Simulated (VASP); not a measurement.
## WS2 (Tungstenite): single point with PBE

The system is WS2 (Tungstenite).

```
CELL_PARAMETERS angstrom
3.18000 0.00000 0.00000
-1.59000 2.75396 0.00000
0.00000 0.00000 12.25000
ATOMIC_POSITIONS crystal
W 0.66667 0.33333 0.75000
W 0.33333 0.66667 0.25000
S 0.66667 0.33333 0.37500
S 0.33333 0.66667 0.87500
S 0.66667 0.33333 0.12500
S 0.33333 0.66667 0.62500
```

```json
{
  "Program": "VASP 6.6.1",
  "Task": "single point",
  "Functional": "PBE",
  "Potentials or basis": "VASP PAW PBE potentials, release 64 (W_sv, S)",
  "Cutoff": "520 eV",
  "k mesh": "8 × 8 × 2",
  "Occupations": "fermi-dirac, width 0.05 eV",
  "Spin": "no spin polarisation"
}
```

```
Pressure               : 5.9 GPa
Largest force          : 0.759 eV/Å
Band gap on the k mesh : 1.11 eV, indirect (least direct gap 2.10 eV)
```

Forces on the atoms (eV/Å):
```
W    0.000  0.000  0.000
W    0.000  0.000  0.000
S    0.000  0.000  0.759
S    0.000  0.000  0.759
S    0.000  0.000 -0.759
S    0.000  0.000 -0.759
```

Stress tensor (GPa, compression positive):
```
3.94 0.00 0.00
0.00 3.94 0.00
0.00 0.00 9.83
```

Levels at points of the mesh, in eV from the valence-band top:
| k point | band 23 | band 24 | band 25 | band 26 | band 27 | band 28 | band 29 | band 30 |
| --- | --- | --- | --- | --- | --- | --- | --- | --- |
| (0.00, 0.00, 0.00) | -2.56 | -1.55 | -1.14 | 0.00 | 2.10 | 2.10 | 2.10 | 2.10 |
| (0.50, 0.00, 0.00) | -2.29 | -2.11 | -1.85 | -1.65 | 2.01 | 2.06 | 2.44 | 2.62 |
| (0.00, 0.00, 0.50) | -2.58 | -2.58 | -0.30 | -0.30 | 2.10 | 2.10 | 2.10 | 2.10 |
| (0.50, 0.00, 0.50) | -2.20 | -2.20 | -1.74 | -1.74 | 2.03 | 2.03 | 2.55 | 2.55 |

Run time: 2.4 min on 1 thread of AMD EPYC 7R13, on a shared host, peak memory 0.22 GiB.

Caveat: spin-orbit coupling is left out, which moves the levels of the heavy elements; this functional lacks dispersion, which binds the layers, so the pressure and a relaxed spacing across them are unreliable. PBE gaps usually lie below the measured ones, often by a third to a half.
